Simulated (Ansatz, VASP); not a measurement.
# InGaAs2: VASP beside Ansatz

INCAR

```
PREC = Accurate ; ENCUT = 520
EDIFF = 1E-6 ; ISMEAR = 0
SIGMA = 0.15 ; LREAL = F
LASPH = T ; NELM = 80
ALGO = Normal ; ISIF = 2
LWAVE = F ; LCHARG = F
GGA = PS ; NBANDS = 26
```

KPOINTS

```
regular mesh
0
Gamma
  12 12 8
```

POSCAR

```
InGaAs2
1.0
    3.9369104442      0.0000000000      0.0000000000
    0.0000000000      3.9369104442      0.0000000000
    0.0000000000      0.0000000000      5.7563978875
In Ga As
1 1 2
Direct
    0.0000000000      0.0000000000      0.5000000000
    0.5000000000      0.5000000000      0.0000000000
    0.5000000000      0.0000000000      0.7697097067
    0.0000000000      0.5000000000      0.2302902933
```

Input for Ansatz:

```yaml
crystal:
  lattice:
    - [3.9369104442, 0.0, 0.0]
    - [0.0, 3.9369104442, 0.0]
    - [0.0, 0.0, 5.7563978875]
  atoms:
    - { symbol: In, position: [0.0, 0.0, 0.5] }
    - { symbol: Ga, position: [0.5, 0.5, 0.0] }
    - { symbol: As, position: [0.5, 0.0, 0.7697097067] }
    - { symbol: As, position: [0.0, 0.5, 0.2302902933] }
basis:
  ecutwfc: 420
kpoints:
  mp_grid: { grid: [12, 12, 8] }
hamiltonian:
  xc: pbesol
scf:
  occupations: { method: gaussian, width: 0.15 }
output:
  forces: true
  stress: true
  eigenvalues: true
```

Change from the starting cell: strain -0.050 along x and y, -0.025 along z, atoms carried along.

Alike in both runs: task single point; functional PBEsol; k mesh 12 × 12 × 8; occupations gaussian, width 0.15 eV; no spin polarisation.

|  | VASP | Ansatz |
| --- | --- | --- |
| version | VASP 6.6.1 | Ansatz 0.2.0 |
| potentials or method | VASP PAW PBE potentials, release 64 (In_d, Ga_d, As), cutoff 520 eV | scalar-relativistic, plane waves, PAW |
| valence electrons in the cell | 36 | 56 |

Ansatz gave:

* gap on the k mesh at the Fermi level (eV): 0.52
* least direct gap on the mesh (eV): 0.52
* pressure (GPa): 10.5
* traceless stress, the component that is largest in VASP (GPa): -0.63
* rms of the force components (eV/Å): 0.055

Task: Estimate VASP's values.

Result: gap on the k mesh at the Fermi level (eV): 0.53; least direct gap on the mesh (eV): 0.53; pressure (GPa): 10.7; traceless stress, the component that is largest in VASP (GPa): -0.63; rms of the force components (eV/Å): 0.055.

VASP's potentials were made for PBE, not for PBEsol. Atom by atom the forces differ by 0.000 eV/Å (rms over components). VASP's potentials hold 36 valence electrons a cell and Ansatz's 56, so a difference there can come from the potentials and not from the codes.
